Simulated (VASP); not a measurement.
# BP (I-42m) in VASP: a series of runs, part 3 of 3

VASP 6.6.1. Earlier steps stand in the parts before.

**6. Relaxation of cell and atoms, PBE**

This run uses another cell than the first one, of 15.72 Å³/atom, 1.099 times its volume.

Contents of INCAR:

```
SYSTEM = BP
PREC = Accurate ; ENCUT = 600
EDIFF = 1E-6 ; ISMEAR = 0
SIGMA = 0.02 ; LREAL = .False.
LASPH = .True. ; NELM = 60
ALGO = Normal ; ISIF = 3
LWAVE = .False. ; LCHARG = .False.
GGA = PE ; IBRION = 2
NSW = 100 ; EDIFFG = -0.01
```

Contents of KPOINTS:

```
Automatic mesh
0
Gamma
  6 6 6
  0 0 0
```

Contents of POSCAR:

```
BP
1.0
   -3.0860908729      3.0860908729      4.1275117374
    3.0860908729     -3.0860908729      4.1275117374
    3.0860908729      3.0860908729     -4.1275117374
B P
5 5
Direct
    0.1739644641      0.4479399844      0.0000000000
    0.5520600156      0.5520600156      0.7260244797
    0.0000000000      0.0000000000      0.0000000000
    0.8260355359      0.8260355359      0.2739755203
    0.4479399844      0.1739644641      0.0000000000
    0.3281461110      0.3281461110      0.2828722368
    0.9547261258      0.6718538890      0.0000000000
    0.6718538890      0.9547261258      0.0000000000
    0.0452738742      0.0452738742      0.7171277632
    0.5000000000      0.5000000000      0.0000000000
```

Potentials or basis: VASP PAW PBE potentials, release 64 (B, P).

The run is started by

```
> cat potpaw_PBE.64/B/POTCAR potpaw_PBE.64/P/POTCAR > POTCAR
> mpirun -np 1 vasp_std > vasp.out
```

OUTCAR:

```text
SYSTEM = BP
   PREC = Accurate
   ENCUT = 600
   EDIFF = 1E-6
   ISMEAR = 0
   LREAL = .False.
   LASPH = .True.
   NELM = 60
   ISIF = 3
   GGA = PE
   IBRION = 2
   NSW = 100
   EDIFFG = -0.01

 ion  position               nearest neighbor table
   1  0.174  0.448  0.000-   7 1.93  10 1.97   9 2.00   6 2.00
   2  0.552  0.552  0.726-   6 1.93  10 1.97   8 2.00   7 2.00
   3  0.000  0.000  0.000-   9 1.97   7 1.97   8 1.97   6 1.97
   4  0.826  0.826  0.274-   9 1.93  10 1.97   7 2.00   8 2.00
   5  0.448  0.174  0.000-   8 1.93  10 1.97   9 2.00   6 2.00
   6  0.328  0.328  0.283-   2 1.93   3 1.97   1 2.00   5 2.00   9 2.47  10 2.87
   7  0.955  0.672  0.000-   1 1.93   3 1.97   2 2.00   4 2.00   8 2.47  10 2.87
   8  0.672  0.955  0.000-   5 1.93   3 1.97   4 2.00   2 2.00   7 2.47  10 2.87
   9  0.045  0.045  0.717-   4 1.93   3 1.97   1 2.00   5 2.00   6 2.47  10 2.87
  10  0.500  0.500  0.000-   1 1.97   2 1.97   4 1.97   5 1.97   6 2.87   7 2.87   8 2.87   9 2.87

  LATTYP: Found a body centered tetragonal cell.
 ALAT       =     6.1721817458
 C/A-ratio  =     1.3374563185

  Lattice vectors:

 A1 = (  -3.0860908729,   3.0860908729,   4.1275117374)
 A2 = (   3.0860908729,  -3.0860908729,   4.1275117374)
 A3 = (   3.0860908729,   3.0860908729,  -4.1275117374)

Analysis of symmetry for initial positions (statically):
=====================================================================
 Subroutine PRICEL returns:
 Original cell was already a primitive cell.

 Routine SETGRP: Setting up the symmetry group for a
 body centered tetragonal supercell.

 Subroutine GETGRP returns: Found  8 space group operations
 (whereof  8 operations were pure point group operations)
 out of a pool of 16 trial point group operations.

The static configuration has the point symmetry D_2d.

Analysis of symmetry for dynamics (positions and initial velocities):
=====================================================================
 Subroutine PRICEL returns:
 Original cell was already a primitive cell.

 Routine SETGRP: Setting up the symmetry group for a
 body centered tetragonal supercell.

 Subroutine GETGRP returns: Found  8 space group operations
 (whereof  8 operations were pure point group operations)
 out of a pool of 16 trial point group operations.

The dynamic configuration has the point symmetry D_2d.

 Subroutine INISYM returns: Found  8 space group operations
 (whereof  8 operations are pure point group operations),
 and found     1 'primitive' translations

----------------------------------------------------------------------------------------

                                     Primitive cell

  volume of cell :     157.2410

  direct lattice vectors                    reciprocal lattice vectors
    -3.086090873  3.086090873  4.127511737     0.000000000  0.162017264  0.121138359
     3.086090873 -3.086090873  4.127511737     0.162017264  0.000000000  0.121138359
     3.086090873  3.086090873 -4.127511737     0.162017264  0.162017264  0.000000000

  length of vectors
     6.007018137  6.007018137  6.007018137     0.202297049  0.202297049  0.229127012

  position of ions in fractional coordinates (direct lattice)
     0.173964464  0.447939984  0.000000000
[... 51 lines left out ...]
  0.000000  0.000000  0.000000      1.000000
  0.166667  0.000000  0.000000      8.000000
  0.333333 -0.000000  0.000000      8.000000
  0.500000  0.000000  0.000000      4.000000
  0.166667  0.166667  0.000000      8.000000
  0.333333  0.166667 -0.000000     16.000000
[... 16 lines left out ...]
 -0.333333 -0.333333  0.166667      8.000000
 -0.166667 -0.333333  0.166667      8.000000
 [... further k-points ...]
   k-points           NKPTS =     30   k-points in BZ     NKDIM =     30   number of bands    NBANDS=     26
   number of dos      NEDOS =    301   number of ions     NIONS =     10
   total plane-waves  NPLWV = 110592
   dimension x,y,z NGX =    48 NGY =   48 NGZ =   48
   dimension x,y,z NGXF=    96 NGYF=   96 NGZF=   96
   ions per type =               5   5
   NGX,Y,Z   is equivalent  to a cutoff of  13.28, 13.28, 13.28 a.u.
   NGXF,Y,Z  is equivalent  to a cutoff of  26.57, 26.57, 26.57 a.u.
 SYSTEM =  BP
   PREC   = accura    normal or accurate (medium, high low for compatibility)
   ISTART =      0    job   : 0-new  1-cont  2-samecut
   ICHARG =      2    charge: 1-file 2-atom 10-const
   ISPIN  =      1    spin polarized calculation?
   LNONCOLLINEAR =      F non collinear calculations
   LSORBIT =      F    spin-orbit coupling
   LASPH  =      T    aspherical Exc in radial PAW
   ENCUT  =  600.0 eV  44.10 Ry    6.64 a.u.  12.00 12.00 12.00*2*pi/ulx,y,z
   NELM   =     60;   NELMIN=  2; NELMDL= -5     # of ELM steps
   EDIFF  = 0.1E-05   stopping-criterion for ELM
   LREAL  =      F    real-space projection
   EDIFFG = -.1E-01   stopping-criterion for IOM
   NSW    =    100    number of steps for IOM
   IBRION =      2    ionic relax: 0-MD 1-quasi-New 2-CG
   NFREE  =      1    steps in history (QN), initial steepest desc. (CG)
   ISIF   =      3    stress and relaxation
   ISYM   =      2    0-nonsym 1-usesym 2-fastsym
   POTIM  = 0.5000    time-step for ionic-motion
   TEBEG  =    0.0;   TEEND  =   0.0 temperature during run
   PSTRESS=    0.0 pullay stress
   NELECT =      40.0000    total number of electrons
   NUPDOWN=      -1.0000    fix difference up-down
   EMIN   =  10.00;   EMAX   =-10.00  energy-range for DOS
   EFERMI =   0.00;   METHOD = LEGACY
   ISMEAR =     0;   SIGMA  =   0.02  broadening in eV -4-tet -1-fermi 0-gaus
   EFERMI_NEDOS =   21; number of points for ismear=-14 and -15
   IALGO  =     38    algorithm
   IMIX   =      4    mixing-type and parameters
     AMIX     =   0.40;   BMIX     =  1.00
     AMIX_MAG =   1.60;   BMIX_MAG =  1.00
  volume/ion in A,a.u.               =      15.72       106.11
  Fermi-wavevector in a.u.,A,eV,Ry     =   1.037304  1.960221 14.639877  1.076001
  Thomas-Fermi vector in A             =   2.171736
   LORBIT       =      0    0 simple, 1 ext, 2 COOP (PROOUT), +10 PAW based schemes
   GGA     = PE    functional components
   LHFCALC =     F    Hartree Fock is set to
   AEXX    =    0.0000 exact exchange contribution
   IVDW    =     0    specifies the selected vdW correction
   LEPSILON=     F    determine dielectric tensor
   LRPA    =     F    only Hartree local field effects (RPA)
 conjugate gradient relaxation of ions
 non-spin polarized calculation
 Gauss-broadening in eV      SIGMA  =   0.02
  energy-cutoff  :      600.00
  volume of cell :      157.24
 maximum number of plane-waves:      5280
   NGX = 23   NGY = 23   NGZ = 23

--------------------------------------- Ionic step        1  -------------------------------------------

 number of electron      39.9999998 magnetization

 Free energy of the ion-electron system (eV)
  ---------------------------------------------------
  ext. energy  EPLUGINS =         0.00000000
  ---------------------------------------------------
  free energy    TOTEN  =       -60.23032844 eV

  energy without entropy =      -60.23032844  energy(sigma->0) =      -60.23032844

------------------------ aborting loop because EDIFF is reached ----------------------------------------

  FORCE on cell =-STRESS in cart. coord.  units (eV):
  Direction    XX          YY          ZZ          XY          YZ          ZX
  --------------------------------------------------------------------------------------
  -------------------------------------------------------------------------------------
  Total        0.1133498      0.1133498     -0.1963639      0.0000000      0.0000000      0.0000000
  in kB        1.1549566      1.1549566     -2.0008133      0.0000000      0.0000000      0.0000000
  external PRESSURE =       0.1030333 kB  Pullay stress =       0.0000000 kB
[... 119 lines left out ...]
--------------------------------------- Ionic step        4  -------------------------------------------

 number of electron      39.9999999 magnetization

 Free energy of the ion-electron system (eV)
  ---------------------------------------------------
  ext. energy  EPLUGINS =         0.00000000
  ---------------------------------------------------
  free energy    TOTEN  =       -60.23050571 eV

  energy without entropy =      -60.23050571  energy(sigma->0) =      -60.23050571

 E-fermi :   4.1400     XC(G=0):  -9.0625

 val. band max:        4.0064687537   @ k =   0.5000   0.5000   0.5000
 cond. band min:       5.3158349443   @ k =   0.0000   0.0000   0.0000
 fundamental gap:      1.3093661905
 Fermi energy:         4.1400027533

 k-point     1 :       0.0000    0.0000    0.0000
  band No.  band energies     occupation
      1     -10.9815      2.00000
      2      -9.2114      2.00000
      3      -7.0171      2.00000
      4      -6.1468      2.00000
      5      -6.1468      2.00000
      6      -4.2107      2.00000
[... 685 lines left out ...]
     25       8.0373      0.00000
     26       8.1911      0.00000

 [... further k-points ...]
[... 5 lines left out ...]
  --------------------------------------------------------------------------------------
  -------------------------------------------------------------------------------------
  Total        0.0095151      0.0095151      0.0543263      0.0000000      0.0000000      0.0000000
  in kB        0.0969725      0.0969725      0.5536643      0.0000000      0.0000000      0.0000000
  external PRESSURE =       0.2492031 kB  Pullay stress =       0.0000000 kB
[... 25 lines left out ...]
  FREE ENERGIE OF THE ION-ELECTRON SYSTEM (eV)
  ---------------------------------------------------
  free  energy   TOTEN  =       -60.2305057100 eV

  energy  without entropy=      -60.2305057100  energy(sigma->0) =      -60.23050571

 reached required accuracy - stopping structural energy minimisation
```

Wall time 3.5 min (1 thread of AMD EPYC 9R45 (Zen 5), shared host); peak memory 0.36 GiB.

What came out:

```
Free energy                            : -60.2305 eV
Relaxed volume                         : 15.72 Å³/atom
Relaxed cell                           : a = 6.005 Å, b = 6.005 Å, c = 6.005 Å, α = 118.12°, β = 118.12°, γ = 93.29°
Space group after relaxing (to 0.05 Å) : I-42m (No. 121)
Energy gained by relaxing              : 0.0 meV/atom
Ionic steps                            : 4
Pressure after relaxing                : 0.0 GPa
Largest force after relaxing           : 0.010 eV/Å
Band gap on the k mesh                 : 1.31 eV, indirect (least direct gap 1.40 eV)
```

Forces on the atoms (eV/Å):
```
B    0.007 -0.007  0.002
B   -0.007 -0.007 -0.002
B    0.000  0.000  0.000
B    0.007  0.007 -0.002
B   -0.007  0.007  0.002
P    0.006  0.006  0.002
P   -0.006  0.006 -0.002
P    0.006 -0.006 -0.002
P   -0.006 -0.006  0.002
P    0.000  0.000  0.000
```

The path:
```csv
step,energy change (eV),largest force (eV/Å),pressure (GPa),volume (Å³)
1,0.0000,0.0218,0.01,157.24
2,-0.0002,0.0238,-0.04,157.26
3,-0.0002,0.0140,-0.03,157.26
4,-0.0002,0.0098,0.02,157.21
```

Final structure:
```yaml
crystal:
  lattice:
    - [-3.08750, 3.08750, 4.12287]
    - [3.08750, -3.08750, 4.12287]
    - [3.08750, 3.08750, -4.12287]
  atoms:
    - { symbol: B, position: [0.17393, 0.44807, 0.00000] }
    - { symbol: B, position: [0.55193, 0.55193, 0.72586] }
    - { symbol: B, position: [0.00000, 0.00000, 0.00000] }
    - { symbol: B, position: [0.82607, 0.82607, 0.27414] }
    - { symbol: B, position: [0.44807, 0.17393, 0.00000] }
    - { symbol: P, position: [0.32812, 0.32812, 0.28287] }
    - { symbol: P, position: [0.95475, 0.67188, 0.00000] }
    - { symbol: P, position: [0.67188, 0.95475, 0.00000] }
    - { symbol: P, position: [0.04525, 0.04525, 0.71713] }
    - { symbol: P, position: [0.50000, 0.50000, 0.00000] }
```

A k mesh can miss the band edges. A hybrid or GW would open this gap; PBE tends to underestimate it.

**7. Overview**

```csv
task,cell,k mesh,cutoff (eV),smearing,gap on the mesh (eV),pressure (GPa),relaxed volume (Å³/atom),largest force (eV/Å)
single point,"a = 5.807 Å, angles 117.6, 117.6, 94.2°, 10 atoms",4 × 4 × 4,520,gaussian 0.1 eV,1.60,16.5,-,3.60
single point,"a = 6.007 Å, angles 118.2, 118.2, 93.2°, 10 atoms",4 × 4 × 4,520,gaussian 0.1 eV,1.31,0.0,-,0.02
single point,"a = 6.009 Å, angles 118.1, 118.1, 93.3°, 10 atoms",6 × 6 × 6,520,gaussian 0.02 eV,1.32,-0.2,-,0.01
relaxation of cell and atoms,"relaxed from a = 5.807 Å, angles 117.6, 117.6, 94.2°, 10 atoms",4 × 4 × 4,600,gaussian 0.1 eV,1.30,0.0,15.72,0.03
relaxation of cell and atoms,"relaxed from a = 6.007 Å, angles 118.2, 118.2, 93.2°, 10 atoms",6 × 6 × 6,600,gaussian 0.02 eV,1.31,0.0,15.72,0.01
```

Alike in all rows: level PBE; potentials or basis VASP PAW PBE potentials, release 64 (B, P); no spin polarisation.

Caveats: forces of over 1 eV/Å act on the atoms, so gaps and moduli don't describe the material at rest (some runs).

Absolute energies hang on the potentials; compare differences alone.
